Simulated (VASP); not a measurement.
# Ge2Sb3O (P-6m2) in VASP: further runs

The runs below take Ge2Sb3O through single point, with PBE.

Everything below comes from runs of VASP 6.6.1. Logs are shortened: lines on timing, memory, paths and dates and some standing lists are left out, and cuts for length are marked.

### Step 1. The cell of the first run

The structure is hexagonal, space group P-6m2 (No. 187). The conventional cell has a = 4.403 Å, b = 4.403 Å, c = 9.811 Å, α = 90.00°, β = 90.00°, γ = 120.00°. Ge (site symmetry 3m) has 9 Sb at 3.52 to 3.55 Å and 3 O at 3.55 Å and 6 Ge at 4.40 Å within 4.6 Å. Within 3.4 Å of Sb (site symmetry -6m2) lie 3 Sb at 2.54 Å. Sb (site symmetry -6m2) has 3 O at 2.54 Å within 3.4 Å. Within 3.4 Å of Sb (site symmetry -6m2) lie 3 Sb at 2.54 Å. O (site symmetry -6m2) has 3 Sb at 2.54 Å within 3.4 Å.

### Step 2. Single point, PBE

File INCAR:

```
PREC     = Accurate       # precision mode
ENCUT    = 520            # plane-wave cutoff, eV
EDIFF    = 1E-6           # SCF threshold, eV
ISMEAR   = 0              # smearing method
SIGMA    = 0.1            # smearing width, eV
LREAL    = F              # projectors in reciprocal space
LASPH    = T              # aspherical terms in the spheres
NELM     = 100            # most SCF steps
ALGO     = Normal         # electronic algorithm
ISIF     = 2              # what is computed and relaxed
LWAVE    = F              # write WAVECAR
LCHARG   = T              # write CHGCAR
GGA      = PE             # functional
LELF     = T              # ELF
LVHAR    = T            
NBANDS   = 34             # bands
```

File KPOINTS:

```
Automatic mesh
0
Gamma
  6 6 2
```

File POSCAR:

```
Ge2Sb3O
1.0
    4.4026247200      0.0000000000      0.0000000000
   -2.2013123600      3.8127848500      0.0000000000
    0.0000000000      0.0000000000      9.8107765600
Ge Sb O
2 3 1
Direct
    0.6666666700      0.3333333300      0.7522701000
    0.6666666700      0.3333333300      0.2477299000
    0.0000000000      0.0000000000      0.0000000000
    0.3333333300      0.6666666700      0.5000000000
    0.3333333300      0.6666666700      0.0000000000
    0.0000000000      0.0000000000      0.5000000000
```

Potentials or basis: VASP PAW PBE potentials, release 64 (Ge_d, Sb, O).

On the command line:

```console
$ cat potpaw_PBE.64/Ge_d/POTCAR potpaw_PBE.64/Sb/POTCAR potpaw_PBE.64/O/POTCAR > POTCAR
$ mpirun -np 1 vasp_std > vasp.out
```

OUTCAR:

```text
PREC = Accurate
   ENCUT = 520
   EDIFF = 1E-6
   ISMEAR = 0
   LREAL = F
   LASPH = T
   NELM = 100
   ISIF = 2
   GGA = PE

 ion  position               nearest neighbor table
   1  0.667  0.333  0.752-
   2  0.667  0.333  0.248-
   3  0.000  0.000  0.000-   5 2.54   5 2.54   5 2.54
   4  0.333  0.667  0.500-   6 2.54   6 2.54   6 2.54
   5  0.333  0.667  0.000-   3 2.54   3 2.54   3 2.54
   6  0.000  0.000  0.500-   4 2.54   4 2.54   4 2.54

  LATTYP: Found a hexagonal cell.
 ALAT       =     4.4026247200
 C/A-ratio  =     2.2283926485

  Lattice vectors:

 A1 = (   4.4026247200,   0.0000000000,   0.0000000000)
 A2 = (  -2.2013123600,   3.8127848500,   0.0000000000)
 A3 = (   0.0000000000,   0.0000000000,   9.8107765600)

Analysis of symmetry for initial positions (statically):
=====================================================================
 Subroutine PRICEL returns:
 Original cell was already a primitive cell.

 Routine SETGRP: Setting up the symmetry group for a
 hexagonal supercell.

 Subroutine GETGRP returns: Found 12 space group operations
 (whereof 12 operations were pure point group operations)
 out of a pool of 24 trial point group operations.

The static configuration has the point symmetry D_3h.

Analysis of symmetry for dynamics (positions and initial velocities):
=====================================================================
 Subroutine PRICEL returns:
 Original cell was already a primitive cell.

 Routine SETGRP: Setting up the symmetry group for a
 hexagonal supercell.

 Subroutine GETGRP returns: Found 12 space group operations
 (whereof 12 operations were pure point group operations)
 out of a pool of 24 trial point group operations.

The dynamic configuration has the point symmetry D_3h.

 Subroutine INISYM returns: Found 12 space group operations
 (whereof 12 operations are pure point group operations),
 and found     1 'primitive' translations

----------------------------------------------------------------------------------------

                                     Primitive cell

  volume of cell :     164.6863

  direct lattice vectors                    reciprocal lattice vectors
     4.402624720  0.000000000  0.000000000     0.227137234  0.131137743  0.000000000
    -2.201312360  3.812784850  0.000000000     0.000000000  0.262275486  0.000000000
     0.000000000  0.000000000  9.810776560     0.000000000  0.000000000  0.101928731

  length of vectors
     4.402624720  4.402624719  9.810776560     0.262275486  0.262275486  0.101928731

  position of ions in fractional coordinates (direct lattice)
     0.666666670  0.333333330  0.752270100
     0.666666670  0.333333330  0.247729900
     0.000000000  0.000000000  0.000000000
     0.333333330  0.666666670  0.500000000
     0.333333330  0.666666670  0.000000000
     0.000000000  0.000000000  0.500000000

  ion indices of the primitive-cell ions
   primitive index   ion index
                 1           1
                 2           2
                 3           3
                 4           4
                 5           5
                 6           6

----------------------------------------------------------------------------------------

 KPOINTS: Automatic mesh

Automatic generation of k-mesh.
 Grid dimensions read from file:
 generate k-points for:    6    6    2

 Generating k-lattice:

  Cartesian coordinates                     Fractional coordinates (reciprocal lattice)
     0.037856206  0.021856291  0.000000000     0.166666667 -0.000000000  0.000000000
     0.000000000  0.043712581  0.000000000     0.000000000  0.166666667  0.000000000
     0.000000000  0.000000000  0.050964365     0.000000000  0.000000000  0.500000000

  Length of vectors
     0.043712581  0.043712581  0.050964365

  Shift w.r.t. Gamma in fractional coordinates (k-lattice)
     0.000000000  0.000000000  0.000000000

 Subroutine IBZKPT returns following result:
 ===========================================

 Found     14 irreducible k-points:

 Following reciprocal coordinates:
            Coordinates               Weight
  0.000000  0.000000  0.000000      1.000000
  0.166667  0.000000  0.000000      6.000000
  0.333333  0.000000  0.000000      6.000000
  0.500000  0.000000  0.000000      3.000000
  0.166667  0.166667  0.000000      6.000000
  0.333333  0.166667  0.000000     12.000000
  0.333333  0.333333  0.000000      2.000000
  0.000000  0.000000  0.500000      1.000000
  0.166667  0.000000  0.500000      6.000000
  0.333333  0.000000  0.500000      6.000000
  0.500000  0.000000  0.500000      3.000000
  0.166667  0.166667  0.500000      6.000000
  0.333333  0.166667  0.500000     12.000000
  0.333333  0.333333  0.500000      2.000000
   k-points           NKPTS =     14   k-points in BZ     NKDIM =     14   number of bands    NBANDS=     34
   number of dos      NEDOS =    301   number of ions     NIONS =      6
   total plane-waves  NPLWV = 103680
   dimension x,y,z NGX =    36 NGY =   36 NGZ =   80
   dimension x,y,z NGXF=    72 NGYF=   72 NGZF=  160
   ions per type =               2   3   1
   NGX,Y,Z   is equivalent  to a cutoff of  13.59, 13.59, 13.56 a.u.
   NGXF,Y,Z  is equivalent  to a cutoff of  27.19, 27.19, 27.11 a.u.
 SYSTEM =  unknown system
   PREC   = accura    normal or accurate (medium, high low for compatibility)
   ISTART =      0    job   : 0-new  1-cont  2-samecut
   ICHARG =      2    charge: 1-file 2-atom 10-const
   ISPIN  =      1    spin polarized calculation?
   LNONCOLLINEAR =      F non collinear calculations
   LSORBIT =      F    spin-orbit coupling
   LASPH  =      T    aspherical Exc in radial PAW
   ENCUT  =  520.0 eV  38.22 Ry    6.18 a.u.   8.19  8.19 18.24*2*pi/ulx,y,z
   NELM   =    100;   NELMIN=  2; NELMDL= -5     # of ELM steps
   EDIFF  = 0.1E-05   stopping-criterion for ELM
   LREAL  =      F    real-space projection
   EDIFFG = 0.1E-04   stopping-criterion for IOM
   NSW    =      0    number of steps for IOM
   IBRION =     -1    ionic relax: 0-MD 1-quasi-New 2-CG
   NFREE  =      0    steps in history (QN), initial steepest desc. (CG)
   ISIF   =      2    stress and relaxation
   ISYM   =      2    0-nonsym 1-usesym 2-fastsym
   POTIM  = 0.5000    time-step for ionic-motion
   TEBEG  =    0.0;   TEEND  =   0.0 temperature during run
   PSTRESS=    0.0 pullay stress
   NELECT =      49.0000    total number of electrons
   NUPDOWN=      -1.0000    fix difference up-down
   EMIN   =  10.00;   EMAX   =-10.00  energy-range for DOS
   EFERMI =   0.00;   METHOD = LEGACY
   ISMEAR =     0;   SIGMA  =   0.10  broadening in eV -4-tet -1-fermi 0-gaus
   EFERMI_NEDOS =   21; number of points for ismear=-14 and -15
   IALGO  =     38    algorithm
   IMIX   =      4    mixing-type and parameters
     AMIX     =   0.40;   BMIX     =  1.00
     AMIX_MAG =   1.60;   BMIX_MAG =  1.00
  volume/ion in A,a.u.               =      27.45       185.23
  Fermi-wavevector in a.u.,A,eV,Ry     =   1.092918  2.065316 16.251760  1.194471
  Thomas-Fermi vector in A             =   2.229193
   LORBIT       =      0    0 simple, 1 ext, 2 COOP (PROOUT), +10 PAW based schemes
   GGA     = PE    functional components
   LHFCALC =     F    Hartree Fock is set to
   AEXX    =    0.0000 exact exchange contribution
   IVDW    =     0    specifies the selected vdW correction
   LEPSILON=     F    determine dielectric tensor
   LRPA    =     F    only Hartree local field effects (RPA)
 non-spin polarized calculation
 Gauss-broadening in eV      SIGMA  =   0.10
  energy-cutoff  :      520.00
  volume of cell :      164.69
 maximum number of plane-waves:      4452
 NGX is ok and might be reduce to    36
   NGX = 17   NGY = 17   NGZ = 37

 number of electron      48.9999977 magnetization

 Free energy of the ion-electron system (eV)
  ---------------------------------------------------
  ext. energy  EPLUGINS =         0.00000000
  ---------------------------------------------------
  free energy    TOTEN  =       -21.01102223 eV

  energy without entropy =      -20.99381922  energy(sigma->0) =      -21.00242072

 E-fermi :   4.8989     XC(G=0):  -9.2465

 val. band max:        4.8801679166   @ k =   0.3333   0.3333   0.5000
 cond. band min:       4.9053741604   @ k =   0.1667   0.1667   0.0000
 fundamental gap:      0.0252062438
 Fermi energy:         4.8988573929

 k-point     1 :       0.0000    0.0000    0.0000
  band No.  band energies     occupation
      1     -20.3420      2.00000
      2     -20.3420      2.00000
      3     -20.3420      2.00000
      4     -20.3420      2.00000
      5     -20.2971      2.00000
      6     -20.2971      2.00000
[... 26 lines left out ...]
     33       8.4943      0.00000
     34       8.5089      0.00000

 k-point     2 :       0.1667    0.0000    0.0000
  band No.  band energies     occupation
      1     -20.3420      2.00000
      2     -20.3420      2.00000
      3     -20.3417      2.00000
      4     -20.3417      2.00000
      5     -20.2973      2.00000
      6     -20.2972      2.00000
[... 26 lines left out ...]
     33       7.9187      0.00000
     34       8.5616      0.00000

 k-point     3 :       0.3333    0.0000    0.0000
  band No.  band energies     occupation
      1     -20.3421      2.00000
      2     -20.3420      2.00000
      3     -20.3410      2.00000
      4     -20.3410      2.00000
      5     -20.2977      2.00000
      6     -20.2975      2.00000
[... 26 lines left out ...]
     33       9.2255      0.00000
     34       9.3763      0.00000

 k-point     4 :       0.5000    0.0000    0.0000
  band No.  band energies     occupation
      1     -20.3420      2.00000
      2     -20.3420      2.00000
      3     -20.3407      2.00000
      4     -20.3407      2.00000
      5     -20.2979      2.00000
      6     -20.2976      2.00000
[... 26 lines left out ...]
     33      10.5888      0.00000
     34      10.9184      0.00000

 k-point     5 :       0.1667    0.1667    0.0000
  band No.  band energies     occupation
      1     -20.3420      2.00000
      2     -20.3419      2.00000
      3     -20.3413      2.00000
      4     -20.3412      2.00000
      5     -20.2976      2.00000
      6     -20.2973      2.00000
[... 251 lines left out ...]
 k-point    12 :       0.1667    0.1667    0.5000
  band No.  band energies     occupation
      1     -20.3420      2.00000
      2     -20.3419      2.00000
      3     -20.3413      2.00000
      4     -20.3413      2.00000
      5     -20.2975      2.00000
      6     -20.2974      2.00000
[... 26 lines left out ...]
     33       8.6471      0.00000
     34       9.4322      0.00000

 k-point    13 :       0.3333    0.1667    0.5000
  band No.  band energies     occupation
      1     -20.3418      2.00000
      2     -20.3418      2.00000
      3     -20.3409      2.00000
      4     -20.3409      2.00000
      5     -20.2977      2.00000
      6     -20.2976      2.00000
[... 26 lines left out ...]
     33       8.7645      0.00000
     34      11.4311      0.00000

 k-point    14 :       0.3333    0.3333    0.5000
  band No.  band energies     occupation
      1     -20.3413      2.00000
      2     -20.3413      2.00000
      3     -20.3412      2.00000
      4     -20.3412      2.00000
      5     -20.2976      2.00000
      6     -20.2975      2.00000
[... 26 lines left out ...]
     33       8.6204      0.00000
     34      10.4917      0.00000

------------------------ aborting loop because EDIFF is reached ----------------------------------------

  FORCE on cell =-STRESS in cart. coord.  units (eV):
  Direction    XX          YY          ZZ          XY          YZ          ZX
  --------------------------------------------------------------------------------------
  -------------------------------------------------------------------------------------
  Total        7.3241223      7.3241223     -6.6188288     -0.0000000      0.0000000      0.0000000
  in kB       71.2539295     71.2539295    -64.3923650     -0.0000000      0.0000000      0.0000000
  external PRESSURE =      26.0384980 kB  Pullay stress =       0.0000000 kB

 VOLUME and BASIS-vectors are now :
 -----------------------------------------------------------------------------
  energy-cutoff  :      520.00
  volume of cell :      164.69
      direct lattice vectors                 reciprocal lattice vectors
     4.402624720  0.000000000  0.000000000     0.227137234  0.131137743  0.000000000
    -2.201312360  3.812784850  0.000000000     0.000000000  0.262275486  0.000000000
     0.000000000  0.000000000  9.810776560     0.000000000  0.000000000  0.101928731

 POSITION                                       TOTAL-FORCE (eV/Angst)
 -----------------------------------------------------------------------------------
      2.20131      1.27093      7.38035         0.000000      0.000000      0.007973
      2.20131      1.27093      2.43042         0.000000      0.000000     -0.007973
      0.00000      0.00000      0.00000        -0.000000      0.000000      0.000000
     -0.00000      2.54186      4.90539        -0.000000     -0.000000      0.000000
     -0.00000      2.54186      0.00000        -0.000000      0.000000      0.000000
      0.00000      0.00000      4.90539        -0.000000      0.000000      0.000000
 -----------------------------------------------------------------------------------
    total drift:                               -0.000025      0.000014      0.000000

  FREE ENERGIE OF THE ION-ELECTRON SYSTEM (eV)
  ---------------------------------------------------
  free  energy   TOTEN  =       -21.0110222320 eV

  energy  without entropy=      -20.9938192162  energy(sigma->0) =      -21.00242072
```

It took 3.4 min on 1 thread of Oxide Virtual Turin-like, shared host; peak memory 0.31 GiB.

Results:

| Property | Result |
| --- | --- |
| Free energy | -21.0110 eV |
| Pressure | 2.6 GPa |
| Largest force | 0.008 eV/Å |

Forces in eV/Å, atoms in the order of the input:
```
Ge   0.000  0.000  0.008
Ge   0.000  0.000 -0.008
Sb   0.000  0.000  0.000
Sb   0.000  0.000  0.000
Sb   0.000  0.000  0.000
O    0.000  0.000  0.000
```

Caveat: spin-orbit coupling is left out, which moves the levels of the heavy elements; an odd number of electrons without spin polarisation forces a metal; a magnetic or distorted state may lie lower.

[end of part 1 of 3]
